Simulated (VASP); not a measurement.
# Fe (Im-3m) in VASP: notebook

The runs below take Fe through single point, with PBE.

Everything below comes from runs of VASP 6.6.1. Logs are shortened: lines on timing, memory, paths and dates and some standing lists are left out, and cuts for length are marked.

### 1 The cell of the first run

The structure is cubic, space group Im-3m (No. 229). Conventional cell: a = 2.803 Å, b = 2.803 Å, c = 2.803 Å, α = 90.00°, β = 90.00°, γ = 90.00°. Fe (site symmetry m-3m) has 14 Fe at 2.43 to 2.80 Å within 3.2 Å.

### 2 Single point, PBE, collinear spin, ferromagnetic start (volume scaled by 0.97)

The input, INCAR:

```
SYSTEM = Fe
  PREC = Accurate
  ENCUT = 520
  EDIFF = 1E-6
  ISMEAR = 0
  SIGMA = 0.1
  LREAL = .FALSE.
  LASPH = .TRUE.
  NELM = 150
  ALGO = Normal
  ISIF = 2
  LWAVE = .FALSE.
  LCHARG = .FALSE.
  ISPIN = 2
  MAGMOM = 2.44
  LORBIT = 11
  LMAXMIX = 4
  GGA = PE
  NBANDS = 14
```

The input, KPOINTS:

```
regular mesh
0
G
  20 20 20
  0 0 0
```

The input, POSCAR:

```
Fe
1.0
   -1.4014879362      1.4014879362      1.4014879362
    1.4014879362     -1.4014879362      1.4014879362
    1.4014879362      1.4014879362     -1.4014879362
Fe
1
Direct
    0.0000000000      0.0000000000      0.0000000000
```

Potentials or basis: VASP PAW PBE potentials, release 64 (Fe).

Run with:

```
$ cat potpaw_PBE.64/Fe/POTCAR > POTCAR
$ mpirun -np 1 vasp_std > vasp.out
```

OUTCAR:

```text
SYSTEM = Fe
   PREC = Accurate
   ENCUT = 520
   EDIFF = 1E-6
   ISMEAR = 0
   LREAL = .FALSE.
   LASPH = .TRUE.
   NELM = 150
   ISIF = 2
   ISPIN = 2
   LORBIT = 11
   GGA = PE

 ion  position               nearest neighbor table
   1  0.000  0.000  0.000-

  LATTYP: Found a body centered cubic cell.
 ALAT       =     2.8029758724

  Lattice vectors:

 A1 = (  -1.4014879362,   1.4014879362,   1.4014879362)
 A2 = (   1.4014879362,  -1.4014879362,   1.4014879362)
 A3 = (   1.4014879362,   1.4014879362,  -1.4014879362)

Analysis of symmetry for initial positions (statically):
=====================================================================
 Subroutine PRICEL returns:
 Original cell was already a primitive cell.

 Routine SETGRP: Setting up the symmetry group for a
 body centered cubic supercell.

 Subroutine GETGRP returns: Found 48 space group operations
 (whereof 48 operations were pure point group operations)
 out of a pool of 48 trial point group operations.

The static configuration has the point symmetry O_h .

Analysis of symmetry for dynamics (positions and initial velocities):
=====================================================================
 Subroutine PRICEL returns:
 Original cell was already a primitive cell.

 Routine SETGRP: Setting up the symmetry group for a
 body centered cubic supercell.

 Subroutine GETGRP returns: Found 48 space group operations
 (whereof 48 operations were pure point group operations)
 out of a pool of 48 trial point group operations.

The dynamic configuration has the point symmetry O_h .

Analysis of structural, dynamic, and magnetic symmetry:
=====================================================================
 Subroutine PRICEL returns:
 Original cell was already a primitive cell.

 Routine SETGRP: Setting up the symmetry group for a
 body centered cubic supercell.

 Subroutine GETGRP returns: Found 48 space group operations
 (whereof 48 operations were pure point group operations)
 out of a pool of 48 trial point group operations.

The overall configuration has the point symmetry O_h .

 Subroutine INISYM returns: Found 48 space group operations
 (whereof 48 operations are pure point group operations),
 and found     1 'primitive' translations

----------------------------------------------------------------------------------------

                                     Primitive cell

  volume of cell :      11.0110

  direct lattice vectors                    reciprocal lattice vectors
    -1.401487936  1.401487936  1.401487936     0.000000000  0.356763685  0.356763685
     1.401487936 -1.401487936  1.401487936     0.356763685  0.000000000  0.356763685
     1.401487936  1.401487936 -1.401487936     0.356763685  0.356763685  0.000000000

  length of vectors
     2.427448312  2.427448312  2.427448312     0.504540041  0.504540041  0.504540041

  position of ions in fractional coordinates (direct lattice)
     0.000000000  0.000000000  0.000000000

  ion indices of the primitive-cell ions
   primitive index   ion index
                 1           1

----------------------------------------------------------------------------------------

 KPOINTS: regular mesh

Automatic generation of k-mesh.
 Grid dimensions read from file:
 generate k-points for:   20   20   20

 Generating k-lattice:

  Cartesian coordinates                     Fractional coordinates (reciprocal lattice)
     0.000000000  0.017838184  0.017838184     0.050000000  0.000000000  0.000000000
     0.017838184  0.000000000  0.017838184     0.000000000  0.050000000  0.000000000
     0.017838184  0.017838184  0.000000000     0.000000000  0.000000000  0.050000000

  Length of vectors
     0.025227002  0.025227002  0.025227002

  Shift w.r.t. Gamma in fractional coordinates (k-lattice)
     0.000000000  0.000000000  0.000000000

 Subroutine IBZKPT returns following result:
 ===========================================

 Found    256 irreducible k-points:

 Following reciprocal coordinates:
            Coordinates               Weight
  0.000000  0.000000  0.000000      1.000000
  0.050000  0.000000  0.000000     12.000000
  0.100000  0.000000  0.000000     12.000000
  0.150000  0.000000  0.000000     12.000000
  0.200000  0.000000  0.000000     12.000000
  0.250000  0.000000  0.000000     12.000000
[... 16 lines left out ...]
  0.200000  0.100000  0.000000     48.000000
  0.250000  0.100000  0.000000     48.000000
 [... further k-points ...]
   k-points           NKPTS =    256   k-points in BZ     NKDIM =    256   number of bands    NBANDS=     14
   number of dos      NEDOS =    301   number of ions     NIONS =      1
   total plane-waves  NPLWV =   5832
   dimension x,y,z NGX =    18 NGY =   18 NGZ =   18
   dimension x,y,z NGXF=    36 NGYF=   36 NGZF=   36
   ions per type =               1
   NGX,Y,Z   is equivalent  to a cutoff of  12.33, 12.33, 12.33 a.u.
   NGXF,Y,Z  is equivalent  to a cutoff of  24.65, 24.65, 24.65 a.u.
 SYSTEM =  Fe
   PREC   = accura    normal or accurate (medium, high low for compatibility)
   ISTART =      0    job   : 0-new  1-cont  2-samecut
   ICHARG =      2    charge: 1-file 2-atom 10-const
   ISPIN  =      2    spin polarized calculation?
   LNONCOLLINEAR =      F non collinear calculations
   LSORBIT =      F    spin-orbit coupling
   LASPH  =      T    aspherical Exc in radial PAW
   ENCUT  =  520.0 eV  38.22 Ry    6.18 a.u.   4.51  4.51  4.51*2*pi/ulx,y,z
   NELM   =    150;   NELMIN=  2; NELMDL= -5     # of ELM steps
   EDIFF  = 0.1E-05   stopping-criterion for ELM
   LREAL  =      F    real-space projection
   EDIFFG = 0.1E-04   stopping-criterion for IOM
   NSW    =      0    number of steps for IOM
   IBRION =     -1    ionic relax: 0-MD 1-quasi-New 2-CG
   NFREE  =      0    steps in history (QN), initial steepest desc. (CG)
   ISIF   =      2    stress and relaxation
   ISYM   =      2    0-nonsym 1-usesym 2-fastsym
   POTIM  = 0.5000    time-step for ionic-motion
   TEBEG  =    0.0;   TEEND  =   0.0 temperature during run
   PSTRESS=    0.0 pullay stress
   NELECT =       8.0000    total number of electrons
   NUPDOWN=      -1.0000    fix difference up-down
   EMIN   =  10.00;   EMAX   =-10.00  energy-range for DOS
   EFERMI =   0.00;   METHOD = LEGACY
   ISMEAR =     0;   SIGMA  =   0.10  broadening in eV -4-tet -1-fermi 0-gaus
   EFERMI_NEDOS =   21; number of points for ismear=-14 and -15
   IALGO  =     38    algorithm
   IMIX   =      4    mixing-type and parameters
     AMIX     =   0.40;   BMIX     =  1.00
     AMIX_MAG =   1.60;   BMIX_MAG =  1.00
  volume/ion in A,a.u.               =      11.01        74.31
  Fermi-wavevector in a.u.,A,eV,Ry     =   1.471732  2.781171 29.470161  2.165996
  Thomas-Fermi vector in A             =   2.586832
   LORBIT       =     11    0 simple, 1 ext, 2 COOP (PROOUT), +10 PAW based schemes
   GGA     = PE    functional components
   LHFCALC =     F    Hartree Fock is set to
   AEXX    =    0.0000 exact exchange contribution
   IVDW    =     0    specifies the selected vdW correction
   LEPSILON=     F    determine dielectric tensor
   LRPA    =     F    only Hartree local field effects (RPA)
 spin polarized calculation
 Gauss-broadening in eV      SIGMA  =   0.10
  energy-cutoff  :      520.00
  volume of cell :       11.01
 maximum number of plane-waves:       321
   NGX =  9   NGY =  9   NGZ =  9

 number of electron       8.0000006 magnetization       2.1196548

 Free energy of the ion-electron system (eV)
  ---------------------------------------------------
  ext. energy  EPLUGINS =         0.00000000
  ---------------------------------------------------
  free energy    TOTEN  =        -8.23919786 eV

  energy without entropy =       -8.23444478  energy(sigma->0) =       -8.23682132

 E-fermi :   6.1554     XC(G=0): -13.2971

 val. band max:        6.1543826435   @ k =  -0.1500   0.1500   0.0500
 cond. band min:       6.1556400617   @ k =  -0.4500  -0.4500   0.0500
 fundamental gap:      0.0012574182
 Fermi energy:         6.1553727871

 spin component 1

 k-point     1 :       0.0000    0.0000    0.0000
  band No.  band energies     occupation
      1      -2.4679      1.00000
      2       3.8000      1.00000
      3       3.8000      1.00000
      4       3.8000      1.00000
      5       5.0608      1.00000
      6       5.0608      1.00000
      7      31.4784      0.00000
      8      31.4784      0.00000
      9      31.4784      0.00000
     10      36.7648      0.00000
     11      36.7648      0.00000
     12      39.2593      0.00000
     13      39.2593      0.00000
     14      39.2593      0.00000
[... 375 lines left out ...]
 k-point    24 :       0.2500    0.1000    0.0000
  band No.  band energies     occupation
      1       0.7411      1.00000
      2       3.0452      1.00000
      3       3.5199      1.00000
      4       4.8881      1.00000
      5       5.2729      1.00000
      6       5.9084      0.99976
      7      20.1723      0.00000
      8      24.6764      0.00000
      9      28.3084      0.00000
     10      31.6985      0.00000
     11      36.2779      0.00000
     12      37.7602      0.00000
     13      43.5032      0.00000
     14      45.6685      0.00000

 [... further k-points ...]

 spin component 2

 k-point     1 :       0.0000    0.0000    0.0000
  band No.  band energies     occupation
      1      -2.2953      1.00000
      2       5.6251      1.00000
      3       5.6253      1.00000
      4       5.6253      1.00000
      5       7.7674      0.00000
      6       7.7675      0.00000
      7      31.2457      0.00000
      8      31.2457      0.00000
      9      31.2457      0.00000
     10      36.9848      0.00000
     11      36.9848      0.00000
     12      39.8952      0.00000
     13      39.8953      0.00000
     14      39.8953      0.00000
[... 375 lines left out ...]
 k-point    24 :       0.2500    0.1000    0.0000
  band No.  band energies     occupation
      1       1.1806      1.00000
      2       4.7300      1.00000
      3       5.0646      1.00000
      4       7.3425      0.00000
      5       7.7737      0.00000
      6       8.0385      0.00000
      7      20.9132      0.00000
      8      25.0698      0.00000
      9      28.8714      0.00000
     10      31.9218      0.00000
     11      36.7679      0.00000
     12      38.1014      0.00000
     13      43.7362      0.00000
     14      46.1226      0.00000

 [... further k-points ...]
[... 5 lines left out ...]
  --------------------------------------------------------------------------------------
  -------------------------------------------------------------------------------------
  Total        0.3779685      0.3779685      0.3779685      0.0000000      0.0000000      0.0000000
  in kB       54.9968889     54.9968889     54.9968889      0.0000000      0.0000000      0.0000000
  external PRESSURE =      54.9968889 kB  Pullay stress =       0.0000000 kB

 VOLUME and BASIS-vectors are now :
 -----------------------------------------------------------------------------
  energy-cutoff  :      520.00
  volume of cell :       11.01
      direct lattice vectors                 reciprocal lattice vectors
    -1.401487936  1.401487936  1.401487936     0.000000000  0.356763685  0.356763685
     1.401487936 -1.401487936  1.401487936     0.356763685  0.000000000  0.356763685
     1.401487936  1.401487936 -1.401487936     0.356763685  0.356763685  0.000000000

 POSITION                                       TOTAL-FORCE (eV/Angst)
 -----------------------------------------------------------------------------------
      0.00000      0.00000      0.00000         0.000000     -0.000000      0.000000
 -----------------------------------------------------------------------------------
    total drift:                                0.000000     -0.000000      0.000000

  FREE ENERGIE OF THE ION-ELECTRON SYSTEM (eV)
  ---------------------------------------------------
  free  energy   TOTEN  =        -8.2391978555 eV

  energy  without entropy=       -8.2344447777  energy(sigma->0) =       -8.23682132

 total charge

# of ion       s       p       d       tot
------------------------------------------
    1        0.501   0.571   6.262   7.334

 magnetization (x)

# of ion       s       p       d       tot
------------------------------------------
    1       -0.012  -0.055   2.179   2.111
```

Run time: 33 s. Hardware: 1 thread of AMD EPYC 9R45 (Zen 5), shared host; peak memory 0.14 GiB.

Results:

```
Free energy                                           : -8.2392 eV
Pressure                                              : 5.5 GPa
Net moment                                            : 2.12 μB per cell
Site moments                                          : Fe +2.11 μB
Valence electrons inside the program's atomic spheres : Fe 7.33
```

Levels at points of the mesh, in eV from the Fermi level:
Spin up:
```tsv
k point	band 1	band 2	band 3	band 4	band 5	band 6	band 7	band 8	band 9	band 10
(0.00, 0.00, 0.00)	-8.62	-2.36	-2.36	-2.36	-1.09	-1.09	25.32	25.32	25.32	30.61
(0.50, 0.00, 0.00)	-5.09	-3.49	-1.02	-0.89	0.47	0.51	7.64	18.63	20.72	23.96
(0.50, 0.50, 0.50)	-5.04	-5.04	0.18	0.18	0.18	10.16	10.16	10.16	15.97	15.97
```
Spin down:
| k point | band 1 | band 2 | band 3 | band 4 | band 5 | band 6 |
| --- | --- | --- | --- | --- | --- | --- |
| (0.00, 0.00, 0.00) | -8.45 | -0.53 | -0.53 | -0.53 | 1.61 | 1.61 |
| (0.50, 0.00, 0.00) | -3.85 | -1.86 | 0.62 | 1.46 | 1.88 | 2.59 |
| (0.50, 0.50, 0.50) | -3.26 | -3.26 | 2.27 | 2.27 | 2.27 | 10.43 |

Caveat: the cell differs from its parent crystal (volume scaled by 0.97).

### 3 Single point, PBE, collinear spin, ferromagnetic start

This run uses another cell than the first one, of 11.35 Å³/atom, 1.031 times its volume.

The input, INCAR:

```
  PREC = Accurate
  ENCUT = 520
  EDIFF = 1E-6
  ISMEAR = 0
  SIGMA = 0.1
  LREAL = F
  LASPH = T
  NELM = 150
  ALGO = Normal
  ISIF = 2
  LWAVE = F
  LCHARG = F
  ISPIN = 2
  MAGMOM = 2.66
  LORBIT = 11
  LMAXMIX = 4
  GGA = PE
  NBANDS = 14
```

The input, KPOINTS:

```
Automatic mesh
0
Gamma
  20 20 20
```

The input, POSCAR:

```
Fe
1.0
   -1.4157898213      1.4157898213      1.4157898213
    1.4157898213     -1.4157898213      1.4157898213
    1.4157898213      1.4157898213     -1.4157898213
Fe
1
Direct
    0.0000000000      0.0000000000      0.0000000000
```

Potentials or basis: VASP PAW PBE potentials, release 64 (Fe).

Run with:

```
$ cat potpaw_PBE.64/Fe/POTCAR > POTCAR
$ mpirun -np 1 vasp_std > vasp.out
```

OUTCAR:

```text
PREC = Accurate
   ENCUT = 520
   EDIFF = 1E-6
   ISMEAR = 0
   LREAL = F
   LASPH = T
   NELM = 150
   ISIF = 2
   ISPIN = 2
   LORBIT = 11
   GGA = PE

 ion  position               nearest neighbor table
   1  0.000  0.000  0.000-

  LATTYP: Found a body centered cubic cell.
 ALAT       =     2.8315796426

  Lattice vectors:

 A1 = (  -1.4157898213,   1.4157898213,   1.4157898213)
 A2 = (   1.4157898213,  -1.4157898213,   1.4157898213)
[... 1024 lines left out ...]
  -------------------------------------------------------------------------------------
  Total       -0.0105465     -0.0105465     -0.0105465     -0.0000000      0.0000000     -0.0000000
  in kB       -1.4885515     -1.4885515     -1.4885515     -0.0000000      0.0000000     -0.0000000
  external PRESSURE =      -1.4885515 kB  Pullay stress =       0.0000000 kB

 VOLUME and BASIS-vectors are now :
 -----------------------------------------------------------------------------
  energy-cutoff  :      520.00
  volume of cell :       11.35
      direct lattice vectors                 reciprocal lattice vectors
    -1.415789821  1.415789821  1.415789821     0.000000000  0.353159765  0.353159765
     1.415789821 -1.415789821  1.415789821     0.353159765  0.000000000  0.353159765
     1.415789821  1.415789821 -1.415789821     0.353159765  0.353159765  0.000000000

 POSITION                                       TOTAL-FORCE (eV/Angst)
 -----------------------------------------------------------------------------------
      0.00000      0.00000      0.00000        -0.000000      0.000000      0.000000
 -----------------------------------------------------------------------------------
    total drift:                                0.000000     -0.000000      0.000000

  FREE ENERGIE OF THE ION-ELECTRON SYSTEM (eV)
  ---------------------------------------------------
  free  energy   TOTEN  =        -8.2451779267 eV

  energy  without entropy=       -8.2398512757  energy(sigma->0) =       -8.24251460

 total charge

# of ion       s       p       d       tot
------------------------------------------
    1        0.488   0.543   6.239   7.269

 magnetization (x)

# of ion       s       p       d       tot
------------------------------------------
    1       -0.013  -0.056   2.261   2.192
```

OSZICAR:

```text
N       E                     dE             d eps       ncg     rms          rms(c)
DAV:   1     0.217724340314E+02    0.21772E+02   -0.37896E+03 15718   0.691E+02
DAV:   2    -0.830859844774E+01   -0.30081E+02   -0.27664E+02 15512   0.129E+02
DAV:   3    -0.921593489250E+01   -0.90734E+00   -0.89796E+00 17434   0.232E+01
DAV:   4    -0.921894501155E+01   -0.30101E-02   -0.30099E-02 16760   0.120E+00
DAV:   5    -0.921895917827E+01   -0.14167E-04   -0.14166E-04 17426   0.845E-02    0.114E+01
DAV:   6    -0.832611026390E+01    0.89285E+00   -0.10154E+01 18248   0.369E+01    0.549E+00
DAV:   7    -0.825935714737E+01    0.66753E-01   -0.63348E-01 17728   0.890E+00    0.329E+00
DAV:   8    -0.825216165434E+01    0.71955E-02   -0.78278E-03 17114   0.507E-01    0.141E+00
DAV:   9    -0.824521035229E+01    0.69513E-02   -0.86757E-03 19386   0.470E-01    0.329E-01
DAV:  10    -0.824514408268E+01    0.66270E-04   -0.64496E-04 17162   0.291E-01    0.908E-02
DAV:  11    -0.824517801090E+01   -0.33928E-04   -0.19978E-04 17158   0.115E-01    0.386E-02
DAV:  12    -0.824517792674E+01    0.84169E-07   -0.52366E-06 16814   0.264E-02
   1 F= -.82451779E+01 E0= -.82425146E+01  d E =-.532665E-02  mag=     2.1964
```

Wall time 33 s (1 thread of AMD EPYC 9R45 (Zen 5), shared host); peak memory 0.14 GiB.

What came out:

```yaml
Free_energy: -8.2452 eV
Pressure: -0.1 GPa
Net_moment: 2.19 μB per cell
Site_moments: Fe +2.19 μB
Valence_electrons_inside_the_program's_atomic_spheres: Fe 7.27
```
